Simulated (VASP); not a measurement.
WS2, 6 atoms in the cell. Symmetry: P6_3/mmc, No. 194, hexagonal system. Conventional cell: a = 3.245 Å, b = 3.245 Å, c = 12.911 Å, α = 90.00°, β = 90.00°, γ = 120.00°. W (site symmetry -6m2) has 6 S at 2.43 Å and 6 W at 3.25 Å within 3.3 Å. Within 3.3 Å of S (site symmetry 3m) lie 3 W at 2.43 Å and 7 S at 3.08 to 3.25 Å.  This cell differs from its parent crystal: biaxial strain in the a-b plane: +2.0 %.

* Program: VASP 6.6.1
* Task: single point
* Functional: r2SCAN
* Potentials or basis: VASP PAW PBE potentials, release 64 (W_sv, S)
* Cutoff: 520 eV
* k mesh: 12 × 12 × 2
* Occupations: gaussian, width 0.02 eV
* Spin: no spin polarisation
* Dipole correction: no
* Further INCAR settings: ALGO = Normal; EDIFF = 1e-06; NBANDS = 35

Potentials or basis: VASP PAW PBE potentials, release 64 (W_sv, S).

Launch:

```sh
$ cat potpaw_PBE.64/W_sv/POTCAR potpaw_PBE.64/S/POTCAR > POTCAR
$ cp INCAR.step1 INCAR
$ mpirun -np 1 vasp_std > vasp.out
$ cp INCAR.step2 INCAR
$ mpirun -np 1 vasp_std > vasp.out
```

Hardware: 1 thread of Intel(R) Xeon(R) 6975P-C (Granite Rapids), on a shared host.

Problem. How long does it take, and how much memory?

Solution. It took 3.5 min on 1 thread of Intel(R) Xeon(R) 6975P-C (Granite Rapids) (shared host), peak memory 0.31 GiB. Counts: k points 38.
